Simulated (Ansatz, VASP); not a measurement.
**AlN in VASP and in Ansatz**

```
Al N
1.0
     0.00000    2.18399    2.18399
     2.18399    0.00000    2.18399
     2.18399    2.18399    0.00000
Al N
1 1
Cartesian
  0.0000 -0.0795 -0.0795
  3.2760 3.2760 3.2760
```

Change from the starting cell: all Al atoms moved +0.113 Å, as atom 1 towards its neighbour atom 1 (Al) at 3.089 Å.

Alike in both runs: task single point; functional PBE; k mesh 10 × 10 × 10; occupations gaussian, width 0.05 eV; no spin polarisation.

|  | VASP | Ansatz |
| --- | --- | --- |
| version | VASP 6.6.1 | Ansatz 0.2.0 |
| potentials or method | VASP PAW PBE potentials, release 64 (Al, N), cutoff 520 eV | scalar-relativistic, plane waves, PAW |
| valence electrons in the cell | 8 | 8 |

```tsv
	VASP	Ansatz	Ansatz less VASP
gap on the k mesh at the Fermi level (eV)	3.02	3.03	+0.009
least direct gap on the mesh (eV)	3.88	3.87	-0.010
pressure (GPa)	6.2	6.4	+0.25
traceless stress, the component that is largest in VASP (GPa)	5.91	5.87	-0.036
rms of the force components (eV/Å)	1.001	0.997	-0.0040
```

Atom by atom the forces differ by 0.004 eV/Å (rms over components).
